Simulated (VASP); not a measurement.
# Si (P6_3/mmc) in VASP: a series of runs, part 2 of 2

VASP 6.6.1.

## 3. Relaxation of shape and atoms at fixed volume, r2SCAN (volume scaled by 0.97)

POSCAR reads:

```
Si
1.0
    2.6125345858      0.0000000000      0.0000000000
   -1.3062672929      2.2625213195      0.0000000000
    0.0000000000      0.0000000000      4.5071626487
Si
2
Direct
    0.3333333333      0.6666666667      0.2500000000
    0.6666666667      0.3333333333      0.7500000000
```

INCAR.step1 reads:

```
SYSTEM = Si
PREC     = Accurate       ! precision mode
ENCUT    = 600            ! plane-wave cutoff, eV
ISMEAR   = 0              ! smearing method
SIGMA    = 0.1            ! smearing width, eV
LREAL    = .False.        ! projectors in reciprocal space
LASPH    = .True.         ! aspherical terms in the spheres
NELM     = 80             ! most SCF steps
GGA      = PE             ! functional
ALGO     = Normal         ! electronic algorithm
EDIFF    = 1E-4           ! SCF threshold, eV
LWAVE    = .True.         ! write WAVECAR
LCHARG   = .False.        ! write CHGCAR
```

INCAR.step2 reads:

```
SYSTEM = Si
PREC     = Accurate       ! precision mode
ENCUT    = 600            ! plane-wave cutoff, eV
EDIFF    = 1E-6           ! SCF threshold, eV
ISMEAR   = 0              ! smearing method
SIGMA    = 0.1            ! smearing width, eV
LREAL    = .False.        ! projectors in reciprocal space
LASPH    = .True.         ! aspherical terms in the spheres
NELM     = 80             ! most SCF steps
ALGO     = Normal         ! electronic algorithm
ISIF     = 4              ! what is computed and relaxed
LWAVE    = .False.        ! write WAVECAR
LCHARG   = .False.        ! write CHGCAR
METAGGA  = R2SCAN         ! meta-GGA
LMIXTAU  = .True.       
IBRION   = 2              ! ionic algorithm
NSW      = 50             ! ionic steps
EDIFFG   = -0.01          ! ionic threshold
ISTART   = 1
```

KPOINTS reads:

```
regular mesh
0
Gamma
  18 18 10
  0 0 0
```

Potentials or basis: VASP PAW PBE potentials, release 64 (Si).

Run with:

```sh
$ cat potpaw_PBE.64/Si/POTCAR > POTCAR
$ cp INCAR.step1 INCAR
$ mpirun -np 1 vasp_std > vasp.out
$ cp INCAR.step2 INCAR
$ mpirun -np 1 vasp_std > vasp.out
```

OUTCAR:

```text
SYSTEM = Si
   PREC = Accurate
   ENCUT = 600
   EDIFF = 1E-6
   ISMEAR = 0
   LREAL = .False.
   LASPH = .True.
   NELM = 80
   ISIF = 4
   METAGGA = R2SCAN
   IBRION = 2
   NSW = 50
   EDIFFG = -0.01
   ISTART = 1

 ion  position               nearest neighbor table
   1  0.333  0.667  0.250-   2 2.71   2 2.71   2 2.71   2 2.71   2 2.71   2 2.71
   2  0.667  0.333  0.750-   1 2.71   1 2.71   1 2.71   1 2.71   1 2.71   1 2.71

  LATTYP: Found a hexagonal cell.
 ALAT       =     2.6125345858
 C/A-ratio  =     1.7252068827

  Lattice vectors:

 A1 = (   2.6125345858,   0.0000000000,   0.0000000000)
 A2 = (  -1.3062672929,   2.2625213195,   0.0000000000)
 A3 = (   0.0000000000,   0.0000000000,   4.5071626487)

Analysis of symmetry for initial positions (statically):
=====================================================================
 Subroutine PRICEL returns:
 Original cell was already a primitive cell.

 Routine SETGRP: Setting up the symmetry group for a
 hexagonal supercell.

 Subroutine GETGRP returns: Found 24 space group operations
 (whereof 12 operations were pure point group operations)
 out of a pool of 24 trial point group operations.

The static configuration has the point symmetry D_3d.
 The point group associated with its full space group is D_6h.

Analysis of symmetry for dynamics (positions and initial velocities):
=====================================================================
 Subroutine PRICEL returns:
 Original cell was already a primitive cell.

 Routine SETGRP: Setting up the symmetry group for a
 hexagonal supercell.

 Subroutine GETGRP returns: Found 24 space group operations
 (whereof 12 operations were pure point group operations)
 out of a pool of 24 trial point group operations.

The dynamic configuration has the point symmetry D_3d.
 The point group associated with its full space group is D_6h.

 Subroutine INISYM returns: Found 24 space group operations
 (whereof 12 operations are pure point group operations),
 and found     1 'primitive' translations

----------------------------------------------------------------------------------------

                                     Primitive cell

  volume of cell :      26.6415

  direct lattice vectors                    reciprocal lattice vectors
     2.612534586  0.000000000  0.000000000     0.382770052  0.220992393  0.000000000
    -1.306267293  2.262521319  0.000000000     0.000000000  0.441984785  0.000000000
     0.000000000  0.000000000  4.507162649     0.000000000  0.000000000  0.221869073

  length of vectors
     2.612534586  2.612534586  4.507162649     0.441984785  0.441984785  0.221869073

  position of ions in fractional coordinates (direct lattice)
     0.333333333  0.666666667  0.250000000
     0.666666667  0.333333333  0.750000000

  ion indices of the primitive-cell ions
   primitive index   ion index
                 1           1
                 2           2

----------------------------------------------------------------------------------------
[... 102 lines left out ...]
 non-spin polarized calculation
 Gauss-broadening in eV      SIGMA  =   0.10
  energy-cutoff  :      600.00
  volume of cell :       26.64
 maximum number of plane-waves:       912
 NGX is ok and might be reduce to    24
   NGX = 11   NGY = 11   NGZ = 19

--------------------------------------- Ionic step        1  -------------------------------------------

 number of electron       8.0000000 magnetization

 Free energy of the ion-electron system (eV)
  ---------------------------------------------------
  ext. energy  EPLUGINS =         0.00000000
  ---------------------------------------------------
  free energy    TOTEN  =       -16.13528186 eV

  energy without entropy =      -16.13209426  energy(sigma->0) =      -16.13368806

------------------------ aborting loop because EDIFF is reached ----------------------------------------

  FORCE on cell =-STRESS in cart. coord.  units (eV):
  Direction    XX          YY          ZZ          XY          YZ          ZX
  --------------------------------------------------------------------------------------
  -------------------------------------------------------------------------------------
  Total        0.4956670      0.4956670      0.4601526      0.0000000      0.0000000      0.0000000
  in kB       29.8086727     29.8086727     27.6728918      0.0000000      0.0000000      0.0000000
  external PRESSURE =      29.0967458 kB  Pullay stress =       0.0000000 kB

 VOLUME and BASIS-vectors are now :
 -----------------------------------------------------------------------------
  energy-cutoff  :      600.00
  volume of cell :       26.64
      direct lattice vectors                 reciprocal lattice vectors
     2.612534586  0.000000000  0.000000000     0.382770052  0.220992393  0.000000000
    -1.306267293  2.262521319  0.000000000     0.000000000  0.441984785  0.000000000
     0.000000000  0.000000000  4.507162649     0.000000000  0.000000000  0.221869073

 POSITION                                       TOTAL-FORCE (eV/Angst)
 -----------------------------------------------------------------------------------
     -0.00000      1.50835      1.12679        -0.000000     -0.000000      0.000000
      1.30627      0.75417      3.38037         0.000000      0.000000      0.000000
 -----------------------------------------------------------------------------------
    total drift:                               -0.000000      0.000000     -0.000000

  FREE ENERGIE OF THE ION-ELECTRON SYSTEM (eV)
  ---------------------------------------------------
  free  energy   TOTEN  =       -16.1352818643 eV

  energy  without entropy=      -16.1320942604  energy(sigma->0) =      -16.13368806

--------------------------------------- Ionic step        2  -------------------------------------------

 number of electron       8.0000000 magnetization

 Free energy of the ion-electron system (eV)
  ---------------------------------------------------
  ext. energy  EPLUGINS =         0.00000000
  ---------------------------------------------------
  free energy    TOTEN  =       -16.13529102 eV

  energy without entropy =      -16.13202975  energy(sigma->0) =      -16.13366039

 E-fermi :  11.3307     XC(G=0): -12.3322

 val. band max:       11.3269239823   @ k =   0.2222   0.1111   0.3000
 cond. band min:      11.3371385534   @ k =   0.2778   0.2778   0.2000
 fundamental gap:      0.0102145711
 Fermi energy:        11.3307453464

 k-point     1 :       0.0000    0.0000    0.0000
  band No.  band energies     occupation
      1      -4.8550      2.00000
      2       2.2359      2.00000
      3       3.0276      2.00000
      4      21.8257      0.00000
      5      21.8257      0.00000
      6      22.7504      0.00000
      7      22.8511      0.00000
      8      22.8526      0.00000
[... 243 lines left out ...]
 k-point    24 :       0.3889    0.1111    0.0000
  band No.  band energies     occupation
      1       1.2790      2.00000
      2       4.5066      2.00000
      3       8.2444      2.00000
      4       8.8018      2.00000
      5      11.2660      1.64008
      6      12.3368      0.00000
      7      12.6859      0.00000
      8      18.7811      0.00000

 [... further k-points ...]
[... 5 lines left out ...]
  --------------------------------------------------------------------------------------
  -------------------------------------------------------------------------------------
  Total        0.4850464      0.4850464      0.4889929      0.0000000      0.0000000     -0.0000000
  in kB       29.1699678     29.1699678     29.4072996      0.0000000      0.0000000     -0.0000000
  external PRESSURE =      29.2490784 kB  Pullay stress =       0.0000000 kB

 VOLUME and BASIS-vectors are now :
 -----------------------------------------------------------------------------
  energy-cutoff  :      600.00
  volume of cell :       26.64
      direct lattice vectors                 reciprocal lattice vectors
     2.613280811 -0.000000000  0.000000000     0.382660752  0.220929288 -0.000000000
    -1.306640406  2.263167570 -0.000000000     0.000000000  0.441858576 -0.000000000
     0.000000000  0.000000000  4.504588965    -0.000000000  0.000000000  0.221995838

 POSITION                                       TOTAL-FORCE (eV/Angst)
 -----------------------------------------------------------------------------------
     -0.00000      1.50878      1.12615        -0.000000      0.000000     -0.000000
      1.30664      0.75439      3.37844         0.000000     -0.000000      0.000000
 -----------------------------------------------------------------------------------
    total drift:                               -0.000000      0.000000     -0.000000

  FREE ENERGIE OF THE ION-ELECTRON SYSTEM (eV)
  ---------------------------------------------------
  free  energy   TOTEN  =       -16.1352910249 eV

  energy  without entropy=      -16.1320297505  energy(sigma->0) =      -16.13366039

 reached required accuracy - stopping structural energy minimisation
```

Wall time 95 s (1 thread of Intel Xeon 6975P-C (Granite Rapids), shared host); peak memory 0.18 GiB.

What came out:

| Quantity | Value |
| --- | --- |
| Free energy | -16.1353 eV |
| Energy gained by relaxing | 0.0 meV/atom |
| Ionic steps | 2 |
| Pressure after relaxing | 2.9 GPa |
| Band gap on the k mesh | zero (band 4 reaches 21.83 eV, above the bottom of band 5 at 7.24 eV) |

Final structure:
```
Si
1.0
     2.61328    0.00000    0.00000
    -1.30664    2.26317    0.00000
     0.00000    0.00000    4.50459
Si
2
Direct
  0.33333 0.66667 0.25000
  0.66667 0.33333 0.75000
```

Levels at points of the mesh, in eV from the Fermi level:
| k point | band 2 | band 3 | band 4 | band 5 | band 6 | band 7 |
| --- | --- | --- | --- | --- | --- | --- |
| (0.00, 0.00, 0.00) | -9.09 | -8.30 | 10.49 | 10.49 | 11.42 | 11.52 |
| (0.50, 0.00, 0.00) | -8.57 | -2.23 | -1.90 | -1.44 | -0.28 | 4.45 |
| (0.00, 0.00, 0.50) | -14.30 | 0.29 | 0.29 | 12.01 | 12.01 | 12.01 |
| (0.50, 0.00, 0.50) | -7.31 | -6.55 | -6.55 | 6.09 | 6.09 | 6.38 |

Caveat: the PAW data sets were made with another functional, which shifts forces and pressure a little.
